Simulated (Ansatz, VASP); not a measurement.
## AlRu in VASP and in Ansatz

The input INCAR:

```
  PREC = Accurate
  ENCUT = 520
  EDIFF = 1E-6
  ISMEAR = 0
  SIGMA = 0.15
  LREAL = False
  LASPH = True
  NELM = 60
  ALGO = Fast
  ISIF = 2
  LWAVE = False
  LCHARG = True
  GGA = PE
  LELF = True
  LVHAR = True
  NBANDS = 16
```

File KPOINTS:

```
regular mesh
0
Gamma
  16 16 16
```

The input POSCAR:

```
AlRu
1.0
    2.8569780000      0.0000000000      0.0000000000
    0.0000000000      2.9916000000      0.0000000000
    0.0000000000      0.0000000000      2.9916000000
Al Ru
1 1
Direct
    0.0000000000      0.0000000000      0.0000000000
    0.5000000000      0.5000000000      0.5000000000
```

Input for Ansatz:

```yaml
crystal:
  lattice:
    - [2.856978, 0.0, 0.0]
    - [0.0, 2.9916, 0.0]
    - [0.0, 0.0, 2.9916]
  atoms:
    - { symbol: Al, position: [0.0, 0.0, 0.0] }
    - { symbol: Ru, position: [0.5, 0.5, 0.5] }
basis:
  ecutwfc: 420
kpoints:
  mp_grid: { grid: [16, 16, 16] }
hamiltonian:
  xc: pbe
scf:
  occupations: { method: gaussian, width: 0.15 }
output:
  forces: true
  stress: true
  eigenvalues: true
```

Change from the starting cell: strain -0.0450 x Voigt [1, 0, 0, 0, 0, 0], atoms carried along.

Alike in both runs: task single point; functional PBE; k mesh 16 × 16 × 16; occupations gaussian, width 0.15 eV; no spin polarisation.

```csv
,VASP,Ansatz
version,VASP 6.6.1,Ansatz 0.2.0
potentials or method,"VASP PAW PBE potentials, release 64 (Al, Ru_pv), cutoff 520 eV","scalar-relativistic, plane waves, PAW"
valence electrons in the cell,17,19
```

```tsv
	VASP	Ansatz	Ansatz less VASP
gap on the k mesh at the Fermi level (eV)	none	none	-
pressure (GPa)	13.8	13.8	+0.01
traceless stress, the component that is largest in VASP (GPa)	6.40	6.39	-0.018
```

A gap of «none» marks a metal or a gap that the smearing closes. The functional is the same, so the differences come from potentials, cutoffs and numerics. VASP's potentials hold 17 valence electrons a cell and Ansatz's 19, so a difference there can come from the potentials and not from the codes.
